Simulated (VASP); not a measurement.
Wanted: the native input for a VASP 6.6.1 run.

```
Task                   : single point
Functional             : PBE
Potentials or basis    : VASP PAW PBE potentials, release 64 (Mg, Cd, Se)
Cutoff                 : 520 eV
k mesh                 : 3 × 3 × 3
Occupations            : gaussian, width 0.2 eV
Spin                   : no spin polarisation
Dipole correction      : no
Further INCAR settings : ALGO = Normal; EDIFF = 1e-07; NBANDS = 37
```

The structure of MgCd3Se3 lies in POSCAR:

```
MgCd3Se3
1.0
    7.3455204858     -0.0000000034      0.0000000000
   -3.6727602400      6.3614073464      0.0000000000
    0.0000000000      0.0000000000      5.1875190019
Mg Cd Se
1 3 3
Direct
    0.0000000000      0.0000000000      0.5000000000
    0.0000000000      0.0000000000      0.0000000000
    0.6666666667      0.3333333333      0.0000000000
    0.3333333333      0.6666666667      0.5000000000
    0.4660799297      0.5339200703      0.0000000000
    0.4660799297      0.9321598595      0.0000000000
    0.0678401405      0.5339200703      0.0000000000
```

These files were run (other wordings do the same):

INCAR

```
SYSTEM = MgCd3Se3
PREC     = Accurate       ! precision mode
ENCUT    = 520            ! plane-wave cutoff, eV
EDIFF    = 1E-7           ! SCF threshold, eV
ISMEAR   = 0              ! smearing method
SIGMA    = 0.2            ! smearing width, eV
LREAL    = .FALSE.        ! projectors in reciprocal space
LASPH    = .TRUE.         ! aspherical terms in the spheres
NELM     = 80             ! most SCF steps
ALGO     = Normal         ! electronic algorithm
ISIF     = 2              ! what is computed and relaxed
LWAVE    = .FALSE.        ! write WAVECAR
LCHARG   = .FALSE.        ! write CHGCAR
GGA      = PE             ! functional
NBANDS   = 37             ! bands
```

KPOINTS

```
regular mesh
0
G
  3 3 3
  0 0 0
```

Potentials or basis: VASP PAW PBE potentials, release 64 (Mg, Cd, Se).

The run is started by

```console
$ cat potpaw_PBE.64/Mg/POTCAR potpaw_PBE.64/Cd/POTCAR potpaw_PBE.64/Se/POTCAR > POTCAR
$ mpirun -np 1 vasp_std > vasp.out
```

Results of the run:

* Pressure: 0.4 GPa
* Largest force: 0.009 eV/Å
* Band gap on the k mesh: zero (band 28 reaches 0.62 eV, above the bottom of band 29 at 0.10 eV)

Caveat: the k points lie up to 0.40 Å⁻¹ apart.

Run time: 120 s on 1 thread of AMD EPYC 7R13 Processor (Zen 3), with other jobs on the host, peak memory 0.32 GiB.
